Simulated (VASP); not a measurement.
# ZnAu (Pm-3m) in VASP: a series of runs, part 2 of 2

VASP 6.6.1.

## Step 3: Relaxation of the atoms, r2SCAN

This run uses another cell than the first one, of 15.29 Å³/atom.

Input file POSCAR:

```
ZnAu
1.0
    3.1268646800      0.0000000000      0.0000000000
    0.0000000000      3.1268646800      0.0000000000
    0.0000000000      0.0000000000      3.1268646800
Zn Au
1 1
Direct
    0.5000000000      0.5000000000      0.5000000000
    0.0000000000      0.0000000000      0.0000000000
```

Input file INCAR.step1:

```
  PREC = Accurate
  ENCUT = 520
  ISMEAR = -1
  SIGMA = 0.1
  LREAL = False
  LASPH = True
  NELM = 60
  GGA = PE
  ALGO = Normal
  EDIFF = 1E-4
  LWAVE = True
  LCHARG = False
```

Input file INCAR.step2:

```
  PREC = Accurate
  ENCUT = 520
  EDIFF = 1E-6
  ISMEAR = -1
  SIGMA = 0.1
  LREAL = False
  LASPH = True
  NELM = 60
  ALGO = Normal
  ISIF = 2
  LWAVE = False
  LCHARG = False
  METAGGA = R2SCAN
  LMIXTAU = True
  IBRION = 2
  NSW = 50
  EDIFFG = -0.01
  ISTART = 1
```

Input file KPOINTS:

```
regular mesh
0
Gamma
  11 11 11
```

Potentials or basis: VASP PAW PBE potentials, release 64 (Zn, Au).

Run with:

```sh
$ cat potpaw_PBE.64/Zn/POTCAR potpaw_PBE.64/Au/POTCAR > POTCAR
$ cp INCAR.step1 INCAR
$ mpirun -np 1 vasp_std > vasp.out
$ cp INCAR.step2 INCAR
$ mpirun -np 1 vasp_std > vasp.out
```

OUTCAR:

```text
PREC = Accurate
   ENCUT = 520
   EDIFF = 1E-6
   ISMEAR = -1
   LREAL = False
   LASPH = True
   NELM = 60
   ISIF = 2
   METAGGA = R2SCAN
   IBRION = 2
   NSW = 50
   EDIFFG = -0.01
   ISTART = 1

 ion  position               nearest neighbor table
   1  0.500  0.500  0.500-   2 2.71   2 2.71   2 2.71   2 2.71   2 2.71   2 2.71   2 2.71   2 2.71

   2  0.000  0.000  0.000-   1 2.71   1 2.71   1 2.71   1 2.71   1 2.71   1 2.71   1 2.71   1 2.71

  LATTYP: Found a simple cubic cell.
 ALAT       =     3.1268646800

  Lattice vectors:

 A1 = (   3.1268646800,   0.0000000000,   0.0000000000)
 A2 = (   0.0000000000,   3.1268646800,   0.0000000000)
 A3 = (   0.0000000000,   0.0000000000,   3.1268646800)

Analysis of symmetry for initial positions (statically):
=====================================================================
 Subroutine PRICEL returns:
 Original cell was already a primitive cell.

 Routine SETGRP: Setting up the symmetry group for a
 simple cubic supercell.

 Subroutine GETGRP returns: Found 48 space group operations
 (whereof 48 operations were pure point group operations)
[... 180 lines left out ...]
      7       1.3942      2.00000
      8       1.3942      2.00000
      9       3.1902      2.00000
     10       3.1902      2.00000
     11       3.1902      2.00000
     12      12.5405      0.00000
     13      12.5405      0.00000
     14      12.5405      0.00000
[... 401 lines left out ...]
      2      -1.0598      2.00000
      3      -0.9917      2.00000
      4      -0.6726      2.00000
      5      -0.6686      2.00000
      6      -0.5027      2.00000
      7       1.3114      2.00000
      8       1.6647      2.00000
      9       2.3578      2.00000
     10       2.3590      2.00000
     11       3.0146      2.00000
     12       7.7905      0.00477
     13      13.3764      0.00000
     14      13.9582      0.00000
     15      19.6350      0.00000

 [... further k-points ...]

------------------------ aborting loop because EDIFF is reached ----------------------------------------

  FORCE on cell =-STRESS in cart. coord.  units (eV):
  Direction    XX          YY          ZZ          XY          YZ          ZX
  --------------------------------------------------------------------------------------
  -------------------------------------------------------------------------------------
  Total        0.6329694      0.6329694      0.6329694     -0.0000000     -0.0000000      0.0000000
  in kB       33.1715717     33.1715717     33.1715717     -0.0000000     -0.0000000      0.0000000
  external PRESSURE =      33.1715717 kB  Pullay stress =       0.0000000 kB

 VOLUME and BASIS-vectors are now :
 -----------------------------------------------------------------------------
  energy-cutoff  :      520.00
  volume of cell :       30.57
      direct lattice vectors                 reciprocal lattice vectors
     3.126864680  0.000000000  0.000000000     0.319809171  0.000000000  0.000000000
     0.000000000  3.126864680  0.000000000     0.000000000  0.319809171  0.000000000
     0.000000000  0.000000000  3.126864680     0.000000000  0.000000000  0.319809171

 POSITION                                       TOTAL-FORCE (eV/Angst)
 -----------------------------------------------------------------------------------
      1.56343      1.56343      1.56343         0.000000      0.000000      0.000000
      0.00000      0.00000      0.00000         0.000000      0.000000      0.000000
 -----------------------------------------------------------------------------------
    total drift:                                0.000000      0.000000     -0.000000

  FREE ENERGIE OF THE ION-ELECTRON SYSTEM (eV)
  ---------------------------------------------------
  free  energy   TOTEN  =       -59.9383061134 eV

  energy  without entropy=      -59.9242577630  energy(sigma->0) =      -59.93128194

 reached required accuracy - stopping structural energy minimisation
```

OSZICAR.step1:

```text
N       E                     dE             d eps       ncg     rms          rms(c)
DAV:   1     0.126116734926E+03    0.12612E+03   -0.11906E+04  1720   0.200E+03
DAV:   2    -0.100219014390E+01   -0.12712E+03   -0.12336E+03  1743   0.344E+02
DAV:   3    -0.515372723988E+01   -0.41515E+01   -0.41327E+01  2009   0.706E+01
DAV:   4    -0.518024135339E+01   -0.26514E-01   -0.26510E-01  1960   0.493E+00
DAV:   5    -0.518053071767E+01   -0.28936E-03   -0.28936E-03  2065   0.531E-01    0.902E+00
DAV:   6    -0.475090380064E+01    0.42963E+00   -0.14393E+00  1743   0.144E+01    0.564E+00
DAV:   7    -0.472378267310E+01    0.27121E-01   -0.37975E-02  2238   0.445E+00    0.294E+00
DAV:   8    -0.471560594337E+01    0.81767E-02   -0.96035E-03  1981   0.116E+00    0.141E-01
DAV:   9    -0.471562000360E+01   -0.14060E-04   -0.31536E-04  1703   0.266E-01
   1 F= -.47156200E+01 E0= -.47080285E+01  d E =-.151830E-01
```

Wall time 1.9 min (1 thread of AMD EPYC 9R14 (Zen 4), shared host); peak memory 0.13 GiB.

What came out:

```yaml
Free_energy: -59.9383 eV
Pressure_after_relaxing: 3.3 GPa
Band_gap_on_the_k_mesh: zero (an odd number of electrons rules out a gap without spin polarisation)
```

Final structure:
```
Zn Au
1.0
     3.12686    0.00000    0.00000
     0.00000    3.12686    0.00000
     0.00000    0.00000    3.12686
Zn Au
1 1
Direct
  0.50000 0.50000 0.50000
  0.00000 0.00000 0.00000
```

Caveat: the relaxation stopped at its first step, so nothing moved; the PAW data sets were made with another functional, which shifts forces and pressure a little; spin-orbit coupling is left out, which moves the levels of the heavy elements.
